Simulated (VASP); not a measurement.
# SrCl2 (Fm-3m) in VASP: a series of runs

SrCl2 is run at these levels: PBEsol; tasks: single point, relaxation of volume and atoms at fixed shape.

Everything below comes from runs of VASP 6.6.1. Logs are shortened: lines on timing, memory, paths and dates and some standing lists are left out, and cuts for length are marked.

## Step 1: The cell of the first run

Symmetry: Fm-3m, No. 225, cubic system. The conventional cell has a = 6.911 Å, b = 6.911 Å, c = 6.911 Å, α = 90.00°, β = 90.00°, γ = 90.00°. Within 3.9 Å of Sr (site symmetry m-3m) lie 8 Cl at 2.99 Å. Within 3.9 Å of Cl (site symmetry -43m) lie 4 Sr at 2.99 Å and 6 Cl at 3.46 Å.

## Step 2: Single point, PBEsol

INCAR reads:

```
PREC = Accurate
ENCUT = 500
EDIFF = 1E-6
ISMEAR = 0
SIGMA = 0.01
LREAL = F
LASPH = T
NELM = 120
ALGO = Normal
ISIF = 2
LWAVE = F
LCHARG = F
GGA = PS
NBANDS = 19
GGA_COMPAT = F
```

KPOINTS reads:

```
regular mesh
0
Gamma
  4 4 4
```

POSCAR reads:

```
SrCl2
1.0
    0.0000000000      3.4553238179      3.4553238179
    3.4553238179      0.0000000000      3.4553238179
    3.4553238179      3.4553238179      0.0000000000
Sr Cl
1 2
Direct
    0.0000000000      0.0000000000      0.0000000000
    0.2500000000      0.2500000000      0.2500000000
    0.7500000000      0.7500000000      0.7500000000
```

Potentials or basis: VASP PAW PBE potentials, release 64 (Sr_sv, Cl).

On the command line:

```bash
$ cat potpaw_PBE.64/Sr_sv/POTCAR potpaw_PBE.64/Cl/POTCAR > POTCAR
$ mpirun -np 1 vasp_std > vasp.out
```

OUTCAR:

```text
PREC = Accurate
   ENCUT = 500
   EDIFF = 1E-6
   ISMEAR = 0
   LREAL = F
   LASPH = T
   NELM = 120
   ISIF = 2
   GGA = PS

 ion  position               nearest neighbor table
   1  0.000  0.000  0.000-   3 2.99   3 2.99   3 2.99   2 2.99   3 2.99   2 2.99   2 2.99   2 2.99

   2  0.250  0.250  0.250-   1 2.99   1 2.99   1 2.99   1 2.99
   3  0.750  0.750  0.750-   1 2.99   1 2.99   1 2.99   1 2.99

  LATTYP: Found a face centered cubic cell.
 ALAT       =     6.9106476358

  Lattice vectors:

 A1 = (   0.0000000000,   3.4553238179,   3.4553238179)
 A2 = (   3.4553238179,   0.0000000000,   3.4553238179)
 A3 = (   3.4553238179,   3.4553238179,   0.0000000000)

Analysis of symmetry for initial positions (statically):
=====================================================================
 Subroutine PRICEL returns:
 Original cell was already a primitive cell.

 Routine SETGRP: Setting up the symmetry group for a
 face centered cubic supercell.

 Subroutine GETGRP returns: Found 48 space group operations
 (whereof 48 operations were pure point group operations)
 out of a pool of 48 trial point group operations.

The static configuration has the point symmetry O_h .

Analysis of symmetry for dynamics (positions and initial velocities):
=====================================================================
 Subroutine PRICEL returns:
 Original cell was already a primitive cell.

 Routine SETGRP: Setting up the symmetry group for a
 face centered cubic supercell.

 Subroutine GETGRP returns: Found 48 space group operations
 (whereof 48 operations were pure point group operations)
 out of a pool of 48 trial point group operations.

The dynamic configuration has the point symmetry O_h .

 Subroutine INISYM returns: Found 48 space group operations
 (whereof 48 operations are pure point group operations),
 and found     1 'primitive' translations

----------------------------------------------------------------------------------------

                                     Primitive cell

  volume of cell :      82.5080

  direct lattice vectors                    reciprocal lattice vectors
     0.000000000  3.455323818  3.455323818    -0.144704238  0.144704238  0.144704238
     3.455323818  0.000000000  3.455323818     0.144704238 -0.144704238  0.144704238
     3.455323818  3.455323818  0.000000000     0.144704238  0.144704238 -0.144704238

[... 64 lines left out ...]
   LSORBIT =      F    spin-orbit coupling
   LASPH  =      T    aspherical Exc in radial PAW
   ENCUT  =  500.0 eV  36.75 Ry    6.06 a.u.   8.91  8.91  8.91*2*pi/ulx,y,z
   NELM   =    120;   NELMIN=  2; NELMDL= -5     # of ELM steps
   EDIFF  = 0.1E-05   stopping-criterion for ELM
   LREAL  =      F    real-space projection
   EDIFFG = 0.1E-04   stopping-criterion for IOM
   NSW    =      0    number of steps for IOM
   IBRION =     -1    ionic relax: 0-MD 1-quasi-New 2-CG
   NFREE  =      0    steps in history (QN), initial steepest desc. (CG)
   ISIF   =      2    stress and relaxation
   ISYM   =      2    0-nonsym 1-usesym 2-fastsym
   POTIM  = 0.5000    time-step for ionic-motion
   TEBEG  =    0.0;   TEEND  =   0.0 temperature during run
   PSTRESS=    0.0 pullay stress
   NELECT =      24.0000    total number of electrons
   NUPDOWN=      -1.0000    fix difference up-down
   EMIN   =  10.00;   EMAX   =-10.00  energy-range for DOS
   EFERMI =   0.00;   METHOD = LEGACY
   ISMEAR =     0;   SIGMA  =   0.01  broadening in eV -4-tet -1-fermi 0-gaus
   EFERMI_NEDOS =   21; number of points for ismear=-14 and -15
   IALGO  =     38    algorithm
   IMIX   =      4    mixing-type and parameters
     AMIX     =   0.40;   BMIX     =  1.00
     AMIX_MAG =   1.60;   BMIX_MAG =  1.00
  volume/ion in A,a.u.               =      27.50       185.60
  Fermi-wavevector in a.u.,A,eV,Ry     =   1.084709  2.049802 16.008522  1.176593
  Thomas-Fermi vector in A             =   2.220805
   LORBIT       =      0    0 simple, 1 ext, 2 COOP (PROOUT), +10 PAW based schemes
   GGA     = PS    functional components
   LHFCALC =     F    Hartree Fock is set to
   AEXX    =    0.0000 exact exchange contribution
   IVDW    =     0    specifies the selected vdW correction
   LEPSILON=     F    determine dielectric tensor
   LRPA    =     F    only Hartree local field effects (RPA)
 non-spin polarized calculation
 Gauss-broadening in eV      SIGMA  =   0.01
  energy-cutoff  :      500.00
  volume of cell :       82.51
 maximum number of plane-waves:      2120
   NGX = 17   NGY = 17   NGZ = 17

 number of electron      24.0000002 magnetization

 Free energy of the ion-electron system (eV)
  ---------------------------------------------------
  ext. energy  EPLUGINS =         0.00000000
  ---------------------------------------------------
  free energy    TOTEN  =       -13.34244552 eV

  energy without entropy =      -13.34244552  energy(sigma->0) =      -13.34244552

 E-fermi :   0.4058     XC(G=0):  -8.6186

 val. band max:        0.2741241125   @ k =   0.5000   0.5000   0.0000
 cond. band min:       5.5117621290   @ k =   0.0000   0.0000   0.0000
 fundamental gap:      5.2376380165
 Fermi energy:         0.4057706419

 k-point     1 :       0.0000    0.0000    0.0000
  band No.  band energies     occupation
      1     -32.4361      2.00000
      2     -14.4661      2.00000
      3     -14.4661      2.00000
      4     -14.4661      2.00000
      5     -13.1146      2.00000
      6     -12.1859      2.00000
[... 153 lines left out ...]
      6     -12.3578      2.00000
[... 11 lines left out ...]
     18       9.8208      0.00000
     19      10.9147      0.00000

------------------------ aborting loop because EDIFF is reached ----------------------------------------

  FORCE on cell =-STRESS in cart. coord.  units (eV):
  Direction    XX          YY          ZZ          XY          YZ          ZX
  --------------------------------------------------------------------------------------
  -------------------------------------------------------------------------------------
  Total        0.0409422      0.0409422      0.0409422      0.0000000      0.0000000      0.0000000
  in kB        0.7950338      0.7950338      0.7950338      0.0000000      0.0000000      0.0000000
  external PRESSURE =       0.7950338 kB  Pullay stress =       0.0000000 kB

 VOLUME and BASIS-vectors are now :
 -----------------------------------------------------------------------------
  energy-cutoff  :      500.00
  volume of cell :       82.51
      direct lattice vectors                 reciprocal lattice vectors
     0.000000000  3.455323818  3.455323818    -0.144704238  0.144704238  0.144704238
     3.455323818  0.000000000  3.455323818     0.144704238 -0.144704238  0.144704238
     3.455323818  3.455323818  0.000000000     0.144704238  0.144704238 -0.144704238

 POSITION                                       TOTAL-FORCE (eV/Angst)
 -----------------------------------------------------------------------------------
      0.00000      0.00000      0.00000         0.000000     -0.000000     -0.000000
      1.72766      1.72766      1.72766        -0.000000     -0.000000     -0.000000
      5.18299      5.18299      5.18299         0.000000      0.000000      0.000000
 -----------------------------------------------------------------------------------
    total drift:                                0.000000      0.000000      0.000000

  FREE ENERGIE OF THE ION-ELECTRON SYSTEM (eV)
  ---------------------------------------------------
  free  energy   TOTEN  =       -13.3424455214 eV

  energy  without entropy=      -13.3424455214  energy(sigma->0) =      -13.34244552
```

OSZICAR:

```text
N       E                     dE             d eps       ncg     rms          rms(c)
DAV:   1     0.137605948259E+03    0.13761E+03   -0.11459E+04   304   0.112E+03
DAV:   2    -0.389236050885E+01   -0.14150E+03   -0.13689E+03   412   0.212E+02
DAV:   3    -0.131782159030E+02   -0.92859E+01   -0.92521E+01   357   0.551E+01
DAV:   4    -0.135573136858E+02   -0.37910E+00   -0.37861E+00   533   0.922E+00
DAV:   5    -0.135603987907E+02   -0.30851E-02   -0.30847E-02   372   0.835E-01    0.148E+01
DAV:   6    -0.133348576227E+02    0.22554E+00   -0.43399E-01   331   0.370E+00    0.925E+00
DAV:   7    -0.133381917741E+02   -0.33342E-02   -0.28822E-01   421   0.328E+00    0.157E+00
DAV:   8    -0.133397448890E+02   -0.15531E-02   -0.45771E-02   339   0.115E+00    0.350E-01
DAV:   9    -0.133409867641E+02   -0.12419E-02   -0.15172E-03   367   0.239E-01    0.123E-01
DAV:  10    -0.133422253859E+02   -0.12386E-02   -0.78903E-04   322   0.141E-01    0.302E-02
DAV:  11    -0.133424145109E+02   -0.18913E-03   -0.14852E-04   380   0.559E-02    0.342E-02
DAV:  12    -0.133424448500E+02   -0.30339E-04   -0.39647E-05   331   0.274E-02    0.749E-03
DAV:  13    -0.133424455214E+02   -0.67142E-06   -0.92313E-07   373   0.515E-03
   1 F= -.13342446E+02 E0= -.13342446E+02  d E =-.143094E-78
```

stdout:

```text
POSCAR found type information on POSCAR SrCl
 POSCAR found :  2 types and       3 ions
 scaLAPACK will be used
 -----------------------------------------------------------------------------
|                                                                             |
|                                                                             |
|     You enforced a specific xc type in the INCAR file but a different       |
|     I HOPE YOU KNOW WHAT YOU ARE DOING!                                     |
|                                                                             |
 -----------------------------------------------------------------------------

 LDA part: xc-table for (Slater+PW92), standard interpolation
 POSCAR, INCAR and KPOINTS ok, starting setup
 FFT: planning ... GRIDC
 FFT: planning ... GRID_SOFT
 FFT: planning ... GRID
 WAVECAR not read
 entering main loop
```

Run time: 23 s. Hardware: 1 thread of Intel Xeon 8259CL, shared host; peak memory 0.2 GiB.

Results:

| Property | Result |
| --- | --- |
| Free energy | -13.3424 eV |
| Pressure | 0.1 GPa |
| Band gap on the k mesh | 5.24 eV, indirect (least direct gap 5.34 eV) |

Levels at points of the mesh, in eV from the valence-band top:
| k point | band 8 | band 9 | band 10 | band 11 | band 12 | band 13 | band 14 | band 15 | band 16 | band 17 |
| --- | --- | --- | --- | --- | --- | --- | --- | --- | --- | --- |
| (0.00, 0.00, 0.00) | -2.27 | -2.27 | -0.36 | -0.36 | -0.36 | 5.24 | 5.96 | 5.96 | 8.92 | 8.92 |
| (0.50, 0.00, 0.00) | -1.68 | -1.59 | -1.40 | -1.11 | -1.11 | 6.63 | 6.63 | 7.51 | 7.74 | 8.69 |
| (0.50, 0.50, 0.00) | -1.98 | -1.98 | -0.44 | -0.44 | 0.00 | 5.34 | 7.00 | 7.58 | 8.02 | 8.02 |

Caveat: the PAW data sets were made with another functional, which shifts forces and pressure a little. A k mesh can miss the band edges.

## Step 3: Relaxation of volume and atoms at fixed shape, PBEsol

This run uses another cell than the first one, of 28.30 Å³/atom, 1.029 times its volume.

INCAR reads:

```
SYSTEM = SrCl2
  ALGO = Normal
  EDIFF = 1E-7
  EDIFFG = -0.03
  ENCUT = 500
  GGA = PS
  GGA_COMPAT = .False.
  IBRION = 2
  ISIF = 8
  ISMEAR = 0
  LASPH = .True.
  LCHARG = .False.
  LREAL = .False.
  LWAVE = .False.
  NELM = 120
  NELMIN = 4
  NSW = 80
  PREC = Accurate
  SIGMA = 0.01
```

KPOINTS reads:

```
k-points
0
Gamma
  4 4 4
  0 0 0
```

POSCAR reads:

```
SrCl2
1.0
    0.0000000000      3.4883500000      3.4883500000
    3.4883500000      0.0000000000      3.4883500000
    3.4883500000      3.4883500000      0.0000000000
Sr Cl
1 2
Direct
    0.0000000000      0.0000000000      0.0000000000
    0.2500000000      0.2500000000      0.2500000000
    0.7500000000      0.7500000000      0.7500000000
```

Potentials or basis: VASP PAW PBE potentials, release 64 (Sr_sv, Cl).

On the command line:

```bash
$ cat potpaw_PBE.64/Sr_sv/POTCAR potpaw_PBE.64/Cl/POTCAR > POTCAR
$ mpirun -np 1 vasp_std > vasp.out
```

It took 54 s on 1 thread of Intel Xeon 8259CL, shared host; peak memory 0.21 GiB.

The run converged. Its results:

```
Free energy                            : -13.3432 eV
Relaxed volume                         : 27.62 Å³/atom
Relaxed cell                           : a = 4.893 Å, b = 4.893 Å, c = 4.893 Å, α = 60.00°, β = 60.00°, γ = 60.00°
Space group after relaxing (to 0.05 Å) : Fm-3m (No. 225)
Energy gained by relaxing              : 2.2 meV/atom
Ionic steps                            : 2
Pressure after relaxing                : -0.1 GPa
Band gap on the k mesh                 : 5.22 eV, indirect (least direct gap 5.34 eV)
```

Step by step:
```
step  energy change (eV)  largest force (eV/Å)  pressure (GPa)  volume (Å³)
   1              0.0000                0.0000           -0.95        84.90
   2             -0.0066                0.0000           -0.07        82.85
```

Final structure:
```xyz
3
Lattice="0.0000 3.4601 3.4601 3.4601 0.0000 3.4601 3.4601 3.4601 0.0000" Properties=species:S:1:pos:R:3 pbc="T T T"
Sr    3.4601    0.0000    3.4601
Cl    1.7301    1.7301    1.7301
Cl    5.1902    5.1902    5.1902
```

Levels at points of the mesh, in eV from the valence-band top:
```tsv
k point	band 10	band 11	band 12	band 13	band 14	band 15
(0.00, 0.00, 0.00)	-0.35	-0.35	-0.35	5.22	5.96	5.96
(0.50, 0.00, 0.00)	-1.40	-1.10	-1.10	6.62	6.62	7.50
(0.50, 0.50, 0.00)	-0.43	-0.43	0.00	5.34	6.99	7.57
```

Caveat: the PAW data sets were made with another functional, which shifts forces and pressure a little. PBEsol gaps usually lie below the measured ones, often by a third to a half.
